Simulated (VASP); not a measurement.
# Ca3BiPb (Pm-3m) in VASP: further runs

Runs on Ca3BiPb. Level: PBE. Tasks: single point.

Everything below comes from runs of VASP 6.6.1. Logs are shortened: lines on timing, memory, paths and dates and some standing lists are left out, and cuts for length are marked.

## (1) The cell of the first run

Symmetry: Pm-3m, No. 221, cubic system. Conventional cell: a = 5.946 Å, b = 5.946 Å, c = 5.946 Å, α = 90.00°, β = 90.00°, γ = 90.00°. Within 5.5 Å of Pb (site symmetry m-3m) lie 12 Ca at 4.20 Å and 8 Bi at 5.15 Å. Within 3.9 Å of Bi (site symmetry m-3m) lie 6 Ca at 2.97 Å. Within 3.9 Å of Ca (site symmetry 4/mmm) lie 2 Bi at 2.97 Å.

## (2) Single point, PBE

INCAR

```
PREC     = Accurate       # precision mode
ENCUT    = 520            # plane-wave cutoff, eV
EDIFF    = 1E-6           # SCF threshold, eV
ISMEAR   = -1             # smearing method
SIGMA    = 0.1            # smearing width, eV
LREAL    = False          # projectors in reciprocal space
LASPH    = True           # aspherical terms in the spheres
NELM     = 80             # most SCF steps
ALGO     = Normal         # electronic algorithm
ISIF     = 2              # what is computed and relaxed
LWAVE    = False          # write WAVECAR
LCHARG   = False          # write CHGCAR
GGA      = PE             # functional
NBANDS   = 38             # bands
```

KPOINTS

```
Automatic mesh
0
Gamma
  3 3 3
```

POSCAR

```
Ca3BiPb
1.0
    5.9460719179      0.0000000000      0.0000000000
    0.0000000000      5.9460719179      0.0000000000
    0.0000000000      0.0000000000      5.9460719179
Pb Bi Ca
1 1 3
Direct
    0.0000000000      0.0000000000      0.0000000000
    0.5000000000      0.5000000000      0.5000000000
    0.5000000000      0.5000000000      0.0000000000
    0.0000000000      0.5000000000      0.5000000000
    0.5000000000      0.0000000000      0.5000000000
```

Potentials or basis: VASP PAW PBE potentials, release 64 (Pb_d, Bi_d, Ca_sv).

Started as:

```
cat potpaw_PBE.64/Pb_d/POTCAR potpaw_PBE.64/Bi_d/POTCAR potpaw_PBE.64/Ca_sv/POTCAR > POTCAR
mpirun -np 1 vasp_std > vasp.out
```

OUTCAR:

```text
PREC = Accurate
   ENCUT = 520
   EDIFF = 1E-6
   ISMEAR = -1
   LREAL = False
   LASPH = True
   NELM = 80
   ISIF = 2
   GGA = PE

 ion  position               nearest neighbor table
   1  0.000  0.000  0.000-
   2  0.500  0.500  0.500-   3 2.97   4 2.97   5 2.97   3 2.97   5 2.97   4 2.97
   3  0.500  0.500  0.000-   2 2.97   2 2.97
   4  0.000  0.500  0.500-   2 2.97   2 2.97
   5  0.500  0.000  0.500-   2 2.97   2 2.97

  LATTYP: Found a simple cubic cell.
 ALAT       =     5.9460719179

  Lattice vectors:

 A1 = (   5.9460719179,   0.0000000000,   0.0000000000)
 A2 = (   0.0000000000,   5.9460719179,   0.0000000000)
 A3 = (   0.0000000000,   0.0000000000,   5.9460719179)

Analysis of symmetry for initial positions (statically):
=====================================================================
 Subroutine PRICEL returns:
 Original cell was already a primitive cell.

 Routine SETGRP: Setting up the symmetry group for a
 simple cubic supercell.

 Subroutine GETGRP returns: Found 48 space group operations
 (whereof 48 operations were pure point group operations)
 out of a pool of 48 trial point group operations.

The static configuration has the point symmetry O_h .

Analysis of symmetry for dynamics (positions and initial velocities):
=====================================================================
 Subroutine PRICEL returns:
 Original cell was already a primitive cell.

 Routine SETGRP: Setting up the symmetry group for a
 simple cubic supercell.

 Subroutine GETGRP returns: Found 48 space group operations
 (whereof 48 operations were pure point group operations)
 out of a pool of 48 trial point group operations.

The dynamic configuration has the point symmetry O_h .

 Subroutine INISYM returns: Found 48 space group operations
 (whereof 48 operations are pure point group operations),
 and found     1 'primitive' translations

----------------------------------------------------------------------------------------

                                     Primitive cell

  volume of cell :     210.2280

  direct lattice vectors                    reciprocal lattice vectors
     5.946071918  0.000000000  0.000000000     0.168178255  0.000000000  0.000000000
     0.000000000  5.946071918  0.000000000     0.000000000  0.168178255  0.000000000
     0.000000000  0.000000000  5.946071918     0.000000000  0.000000000  0.168178255

[... 67 lines left out ...]
   NELM   =     80;   NELMIN=  2; NELMDL= -5     # of ELM steps
   EDIFF  = 0.1E-05   stopping-criterion for ELM
   LREAL  =      F    real-space projection
   EDIFFG = 0.1E-04   stopping-criterion for IOM
   NSW    =      0    number of steps for IOM
   IBRION =     -1    ionic relax: 0-MD 1-quasi-New 2-CG
   NFREE  =      0    steps in history (QN), initial steepest desc. (CG)
   ISIF   =      2    stress and relaxation
   ISYM   =      2    0-nonsym 1-usesym 2-fastsym
   POTIM  = 0.5000    time-step for ionic-motion
   TEBEG  =    0.0;   TEEND  =   0.0 temperature during run
   PSTRESS=    0.0 pullay stress
   NELECT =      59.0000    total number of electrons
   NUPDOWN=      -1.0000    fix difference up-down
   EMIN   =  10.00;   EMAX   =-10.00  energy-range for DOS
   EFERMI =   0.00;   METHOD = LEGACY
   ISMEAR =    -1;   SIGMA  =   0.10  broadening in eV -4-tet -1-fermi 0-gaus
   EFERMI_NEDOS =   21; number of points for ismear=-14 and -15
   IALGO  =     38    algorithm
   IMIX   =      4    mixing-type and parameters
     AMIX     =   0.40;   BMIX     =  1.00
     AMIX_MAG =   1.60;   BMIX_MAG =  1.00
  volume/ion in A,a.u.               =      42.05       283.74
  Fermi-wavevector in a.u.,A,eV,Ry     =   1.071837  2.025478 15.630838  1.148834
  Thomas-Fermi vector in A             =   2.207589
   LORBIT       =      0    0 simple, 1 ext, 2 COOP (PROOUT), +10 PAW based schemes
   GGA     = PE    functional components
   LHFCALC =     F    Hartree Fock is set to
   AEXX    =    0.0000 exact exchange contribution
   IVDW    =     0    specifies the selected vdW correction
   LEPSILON=     F    determine dielectric tensor
   LRPA    =     F    only Hartree local field effects (RPA)
 non-spin polarized calculation
  energy-cutoff  :      520.00
  volume of cell :      210.23
 maximum number of plane-waves:      5695
 NGX is ok and might be reduce to    48
   NGX = 23   NGY = 23   NGZ = 23

 number of electron      58.9999997 magnetization

 Free energy of the ion-electron system (eV)
  ---------------------------------------------------
  ext. energy  EPLUGINS =         0.00000000
  ---------------------------------------------------
  free energy    TOTEN  =       -14.80195373 eV

  energy without entropy =      -14.65682210  energy(sigma->0) =      -14.72938791

 E-fermi :   2.7081     XC(G=0):  -7.9540

 val. band max:        2.6992482805   @ k =   0.3333   0.0000   0.0000
 cond. band min:       3.3697911201   @ k =   0.0000   0.0000   0.0000
 fundamental gap:      0.6705428396
 Fermi energy:         2.7081162516

 k-point     1 :       0.0000    0.0000    0.0000
  band No.  band energies     occupation
      1     -39.1600      2.00000
      2     -39.1547      2.00000
      3     -39.1547      2.00000
      4     -20.1965      2.00000
      5     -20.1965      2.00000
      6     -20.1965      2.00000
[... 153 lines left out ...]
     37       5.2609      0.00000
     38       5.7576      0.00000

------------------------ aborting loop because EDIFF is reached ----------------------------------------

  FORCE on cell =-STRESS in cart. coord.  units (eV):
  Direction    XX          YY          ZZ          XY          YZ          ZX
  --------------------------------------------------------------------------------------
  -------------------------------------------------------------------------------------
  Total       -0.0549433     -0.0549433     -0.0549433      0.0000000      0.0000000     -0.0000000
  in kB       -0.4187306     -0.4187306     -0.4187306      0.0000000      0.0000000     -0.0000000
  external PRESSURE =      -0.4187306 kB  Pullay stress =       0.0000000 kB

 VOLUME and BASIS-vectors are now :
 -----------------------------------------------------------------------------
  energy-cutoff  :      520.00
  volume of cell :      210.23
      direct lattice vectors                 reciprocal lattice vectors
     5.946071918  0.000000000  0.000000000     0.168178255  0.000000000  0.000000000
     0.000000000  5.946071918  0.000000000     0.000000000  0.168178255  0.000000000
     0.000000000  0.000000000  5.946071918     0.000000000  0.000000000  0.168178255

 POSITION                                       TOTAL-FORCE (eV/Angst)
 -----------------------------------------------------------------------------------
      0.00000      0.00000      0.00000         0.000000      0.000000      0.000000
      2.97304      2.97304      2.97304         0.000000      0.000000      0.000000
      2.97304      2.97304      0.00000         0.000000      0.000000      0.000000
      0.00000      2.97304      2.97304         0.000000      0.000000      0.000000
      2.97304      0.00000      2.97304         0.000000      0.000000      0.000000
 -----------------------------------------------------------------------------------
    total drift:                                0.000000     -0.000000     -0.000000

  FREE ENERGIE OF THE ION-ELECTRON SYSTEM (eV)
  ---------------------------------------------------
  free  energy   TOTEN  =       -14.8019537253 eV

  energy  without entropy=      -14.6568221039  energy(sigma->0) =      -14.72938791
```

OSZICAR:

```text
N       E                     dE             d eps       ncg     rms          rms(c)
DAV:   1     0.663594968597E+03    0.66359E+03   -0.28579E+04   304   0.151E+03
DAV:   2     0.406171826516E+02   -0.62298E+03   -0.61106E+03   310   0.455E+02
DAV:   3    -0.111019913012E+02   -0.51719E+02   -0.50976E+02   456   0.149E+02
DAV:   4    -0.150804113772E+02   -0.39784E+01   -0.39449E+01   496   0.369E+01
DAV:   5    -0.153854631756E+02   -0.30505E+00   -0.30493E+00   544   0.670E+00    0.629E+00
DAV:   6    -0.149086800309E+02    0.47678E+00   -0.78321E-01   392   0.683E+00    0.364E+00
DAV:   7    -0.147945399352E+02    0.11414E+00   -0.77831E-01   408   0.448E+00    0.721E-01
DAV:   8    -0.148026528735E+02   -0.81129E-02   -0.18372E-01   410   0.271E+00    0.200E-01
DAV:   9    -0.148013557142E+02    0.12972E-02   -0.20225E-02   424   0.107E+00    0.162E-01
DAV:  10    -0.148021719328E+02   -0.81622E-03   -0.40061E-03   476   0.329E-01    0.594E-02
DAV:  11    -0.148019443707E+02    0.22756E-03   -0.98102E-04   384   0.196E-01    0.179E-02
DAV:  12    -0.148019552563E+02   -0.10886E-04   -0.33274E-04   464   0.800E-02    0.745E-03
DAV:  13    -0.148019540587E+02    0.11976E-05   -0.40536E-05   472   0.322E-02    0.336E-03
DAV:  14    -0.148019537253E+02    0.33343E-06   -0.19853E-06   312   0.912E-03
   1 F= -.14801954E+02 E0= -.14729388E+02  d E =-.145132E+00
```

Wall time 39 s (1 thread of Intel Xeon Platinum 8488C (Sapphire Rapids), shared host); peak memory 0.32 GiB.

Results:

- Free energy: -14.8020 eV
- Pressure: 0.0 GPa
- Band gap on the k mesh: zero (an odd number of electrons rules out a gap without spin polarisation)

Caveat: spin-orbit coupling is left out, which moves the levels of the heavy elements.

## (3) Single point, PBE

This run uses another cell than the first one, of 41.54 Å³/atom.

INCAR

```
SYSTEM = Ca3BiPb
ALGO     = Normal         ! electronic algorithm
EDIFF    = 1E-7           ! SCF threshold, eV
ENCUT    = 520            ! plane-wave cutoff, eV
GGA      = PE             ! functional
ISIF     = 2              ! what is computed and relaxed
ISMEAR   = -1             ! smearing method
LASPH    = .True.         ! aspherical terms in the spheres
LCHARG   = .False.        ! write CHGCAR
LREAL    = .False.        ! projectors in reciprocal space
LWAVE    = .False.        ! write WAVECAR
NBANDS   = 38             ! bands
NELM     = 60             ! most SCF steps
PREC     = Accurate       ! precision mode
SIGMA    = 0.1            ! smearing width, eV
```

KPOINTS

```
k-points
0
Gamma
  4 4 4
  0 0 0
```

POSCAR: that of step 2 with these lines changed.

```diff
@@ -2,5 +2,5 @@
 1.0
-    5.9460719179      0.0000000000      0.0000000000
-    0.0000000000      5.9460719179      0.0000000000
-    0.0000000000      0.0000000000      5.9460719179
+    5.9219861468      0.0000000000      0.0000000000
+    0.0000000000      5.9219861468      0.0000000000
+    0.0000000000      0.0000000000      5.9219861468
 Pb Bi Ca
```

Potentials or basis: VASP PAW PBE potentials, release 64 (Pb_d, Bi_d, Ca_sv).

Started as:

```
cat potpaw_PBE.64/Pb_d/POTCAR potpaw_PBE.64/Bi_d/POTCAR potpaw_PBE.64/Ca_sv/POTCAR > POTCAR
mpirun -np 1 vasp_std > vasp.out
```

OUTCAR:

```text
SYSTEM = Ca3BiPb
   EDIFF = 1E-7
   ENCUT = 520
   GGA = PE
   ISIF = 2
   ISMEAR = -1
   LASPH = .True.
   LREAL = .False.
   NELM = 60
   PREC = Accurate

 ion  position               nearest neighbor table
   1  0.000  0.000  0.000-
   2  0.500  0.500  0.500-   3 2.96   4 2.96   5 2.96   3 2.96   5 2.96   4 2.96
   3  0.500  0.500  0.000-   2 2.96   2 2.96
   4  0.000  0.500  0.500-   2 2.96   2 2.96
   5  0.500  0.000  0.500-   2 2.96   2 2.96

  LATTYP: Found a simple cubic cell.
 ALAT       =     5.9219861468

[... 592 lines left out ...]
  --------------------------------------------------------------------------------------
  -------------------------------------------------------------------------------------
  Total        0.2984765      0.2984765      0.2984765      0.0000000      0.0000000      0.0000000
  in kB        2.3026000      2.3026000      2.3026000      0.0000000      0.0000000      0.0000000
  external PRESSURE =       2.3026000 kB  Pullay stress =       0.0000000 kB

 VOLUME and BASIS-vectors are now :
 -----------------------------------------------------------------------------
  energy-cutoff  :      520.00
  volume of cell :      207.68
      direct lattice vectors                 reciprocal lattice vectors
     5.921986147  0.000000000  0.000000000     0.168862266  0.000000000  0.000000000
     0.000000000  5.921986147  0.000000000     0.000000000  0.168862266  0.000000000
     0.000000000  0.000000000  5.921986147     0.000000000  0.000000000  0.168862266

 POSITION                                       TOTAL-FORCE (eV/Angst)
 -----------------------------------------------------------------------------------
      0.00000      0.00000      0.00000         0.000000      0.000000      0.000000
      2.96099      2.96099      2.96099         0.000000      0.000000      0.000000
      2.96099      2.96099      0.00000         0.000000      0.000000      0.000000
      0.00000      2.96099      2.96099         0.000000      0.000000      0.000000
      2.96099      0.00000      2.96099         0.000000      0.000000      0.000000
 -----------------------------------------------------------------------------------
    total drift:                                0.000000     -0.000000     -0.000000

  FREE ENERGIE OF THE ION-ELECTRON SYSTEM (eV)
  ---------------------------------------------------
  free  energy   TOTEN  =       -14.8165718366 eV

  energy  without entropy=      -14.6862151584  energy(sigma->0) =      -14.75139350
```

OSZICAR:

```text
N       E                     dE             d eps       ncg     rms          rms(c)
DAV:   1     0.668182114861E+03    0.66818E+03   -0.28367E+04   760   0.151E+03
DAV:   2     0.415987440396E+02   -0.62658E+03   -0.61558E+03   784   0.466E+02
DAV:   3    -0.109944960833E+02   -0.52593E+02   -0.51948E+02  1128   0.150E+02
DAV:   4    -0.150502077040E+02   -0.40557E+01   -0.40333E+01  1240   0.385E+01
DAV:   5    -0.153892157527E+02   -0.33901E+00   -0.33883E+00  1352   0.692E+00    0.632E+00
DAV:   6    -0.149201592510E+02    0.46906E+00   -0.77311E-01   992   0.714E+00    0.365E+00
DAV:   7    -0.148088618453E+02    0.11130E+00   -0.78088E-01  1032   0.458E+00    0.712E-01
DAV:   8    -0.148179713328E+02   -0.91095E-02   -0.20525E-01  1026   0.292E+00    0.205E-01
DAV:   9    -0.148158116222E+02    0.21597E-02   -0.25532E-02  1048   0.122E+00    0.174E-01
DAV:  10    -0.148168889394E+02   -0.10773E-02   -0.49909E-03  1216   0.364E-01    0.723E-02
DAV:  11    -0.148165625553E+02    0.32638E-03   -0.14389E-03  1016   0.244E-01    0.194E-02
DAV:  12    -0.148165707152E+02   -0.81598E-05   -0.39749E-04  1232   0.916E-02    0.742E-03
DAV:  13    -0.148165720072E+02   -0.12920E-05   -0.46034E-05  1104   0.321E-02    0.412E-03
DAV:  14    -0.148165719461E+02    0.61063E-07   -0.22948E-06  1168   0.113E-02    0.269E-03
DAV:  15    -0.148165718642E+02    0.81885E-07   -0.10127E-06   832   0.740E-03    0.677E-04
DAV:  16    -0.148165718366E+02    0.27559E-07   -0.17879E-07   736   0.243E-03
   1 F= -.14816572E+02 E0= -.14751393E+02  d E =-.130357E+00
```

stdout:

```text
POSCAR found type information on POSCAR PbBiCa
 POSCAR found :  3 types and       5 ions
 scaLAPACK will be used
 LDA part: xc-table for (Slater+PW92), standard interpolation
 POSCAR, INCAR and KPOINTS ok, starting setup
 FFT: planning ... GRIDC
 FFT: planning ... GRID_SOFT
 FFT: planning ... GRID
 WAVECAR not read
 entering main loop
```

It took 1.8 min on 1 thread of Intel Xeon Platinum 8488C (Sapphire Rapids), shared host; peak memory 0.35 GiB.

Results:

```
Free energy            : -14.8166 eV
Pressure               : 0.2 GPa
Band gap on the k mesh : zero (an odd number of electrons rules out a gap without spin polarisation)
```

Caveat: spin-orbit coupling is left out, which moves the levels of the heavy elements.

## (4) Single point, PBE

This run uses another cell than the first one, of 41.96 Å³/atom.

INCAR

```
SYSTEM = Ca3BiPb
PREC     = Accurate       ! precision mode
ENCUT    = 520            ! plane-wave cutoff, eV
EDIFF    = 1E-7           ! SCF threshold, eV
ISMEAR   = -1             ! smearing method
SIGMA    = 0.1            ! smearing width, eV
LREAL    = .False.        ! projectors in reciprocal space
LASPH    = .True.         ! aspherical terms in the spheres
NELM     = 60             ! most SCF steps
ALGO     = Normal         ! electronic algorithm
ISIF     = 2              ! what is computed and relaxed
LWAVE    = .False.        ! write WAVECAR
LCHARG   = .False.        ! write CHGCAR
GGA      = PE             ! functional
NBANDS   = 38             ! bands
```

KPOINTS

```
regular mesh
0
Gamma
  4 4 4
  0 0 0
```

POSCAR: that of step 3 with these lines changed.

```diff
@@ -2,5 +2,5 @@
 1.0
-    5.9219861468      0.0000000000      0.0000000000
-    0.0000000000      5.9219861468      0.0000000000
-    0.0000000000      0.0000000000      5.9219861468
+    5.9418587325      0.0000000000      0.0000000000
+    0.0000000000      5.9418587325      0.0000000000
+    0.0000000000      0.0000000000      5.9418587325
 Pb Bi Ca
```

Started as:

```
cat potpaw_PBE.64/Pb_d/POTCAR potpaw_PBE.64/Bi_d/POTCAR potpaw_PBE.64/Ca_sv/POTCAR > POTCAR
mpirun -np 1 vasp_std > vasp.out
```

Wall time 83 s (1 thread of Intel Xeon Platinum 8488C (Sapphire Rapids), shared host); peak memory 0.35 GiB.

It converged, with:

```
Free energy            : -14.8186 eV
Pressure               : 0.0 GPa
Band gap on the k mesh : zero (an odd number of electrons rules out a gap without spin polarisation)
```

Levels at points of the mesh, in eV from the Fermi level:
| k point | band 27 | band 28 | band 29 | band 30 | band 31 | band 32 | band 33 | band 34 |
| --- | --- | --- | --- | --- | --- | --- | --- | --- |
| (0.00, 0.00, 0.00) | -1.71 | -0.13 | 0.67 | 0.67 | 0.81 | 0.81 | 0.81 | 1.12 |
| (0.50, 0.00, 0.00) | -1.68 | -1.57 | -0.13 | -0.13 | 1.27 | 1.32 | 1.43 | 2.26 |
| (0.50, 0.50, 0.00) | -1.79 | -0.47 | -0.47 | 0.02 | 1.26 | 1.40 | 1.56 | 1.56 |
| (0.50, 0.50, 0.50) | -2.94 | -0.87 | -0.87 | -0.87 | 1.76 | 1.76 | 1.76 | 2.10 |

Caveat: spin-orbit coupling is left out, which moves the levels of the heavy elements.

## (5) The runs side by side

| cell | k mesh | gap on the mesh (eV) | pressure (GPa) |
| --- | --- | --- | --- |
| a = 5.946 Å, 5 atoms | 3 × 3 × 3 | none | 0.0 |
| a = 5.922 Å, 5 atoms | 4 × 4 × 4 | none | 0.2 |
| a = 5.942 Å, 5 atoms | 4 × 4 × 4 | none | 0.0 |

Alike in all rows: task single point; level PBE; potentials or basis VASP PAW PBE potentials, release 64 (Pb_d, Bi_d, Ca_sv); no spin polarisation; cutoff (eV) 520; smearing fermi-dirac 0.1 eV.

Caveats: spin-orbit coupling is left out, which moves the levels of the heavy elements.

Absolute energies hang on the potentials; compare differences alone.

The gap in the log of VASP goes by the Fermi energy; the results here count the filled bands.